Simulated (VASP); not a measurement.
A run of VASP 6.6.1 is set up as follows.

Contents of INCAR:

```
PREC = Accurate ; ENCUT = 500
EDIFF = 1E-6 ; ISMEAR = 0
SIGMA = 0.2 ; LREAL = F
LASPH = T ; NELM = 120
ALGO = Normal ; ISIF = 2
LWAVE = F ; LCHARG = T
GGA = PE ; LELF = T
LVHAR = T ; NBANDS = 52
GGA_COMPAT = F
```

KPOINTS

```
regular mesh
0
Gamma
  4 4 4
```

POSCAR

```
Mo5Rh
1.0
    0.0000000000      3.6451861900      3.6451861900
    3.6451861900      0.0000000000      3.6451861900
    3.6451861900      3.6451861900      0.0000000000
Mo Rh
5 1
Direct
    0.3779310050      0.8740229983      0.8740229983
    0.8740229983      0.3779310050      0.8740229983
    0.8740229983      0.8740229983      0.3779310050
    0.8740229983      0.8740229983      0.8740229983
    0.5000000000      0.5000000000      0.5000000000
    0.2500000000      0.2500000000      0.2500000000
```

Potentials or basis: VASP PAW PBE potentials, release 64 (Mo_sv, Rh_pv).

The run is started by

```console
$ cat potpaw_PBE.64/Mo_sv/POTCAR potpaw_PBE.64/Rh_pv/POTCAR > POTCAR
$ mpirun -np 1 vasp_std > vasp.out
```

Problem. What does it give for the largest force?

Solution. 0.008 eV/Å.

Problem. Estimate the band gap on the k mesh.

Solution. Zero (an odd number of electrons rules out a gap without spin polarisation).

Problem. Estimate the pressure.

Solution. 0.4 GPa.

Forces on the atoms (eV/Å):
```
Mo  -0.004  0.004  0.004
Mo   0.004 -0.004  0.004
Mo   0.004  0.004 -0.004
Mo  -0.004 -0.004 -0.004
Mo   0.000  0.000  0.000
Rh   0.000  0.000  0.000
```

Caveat: the k points lie up to 0.37 Å⁻¹ apart, too coarse for converged energies and pressures of a metal.
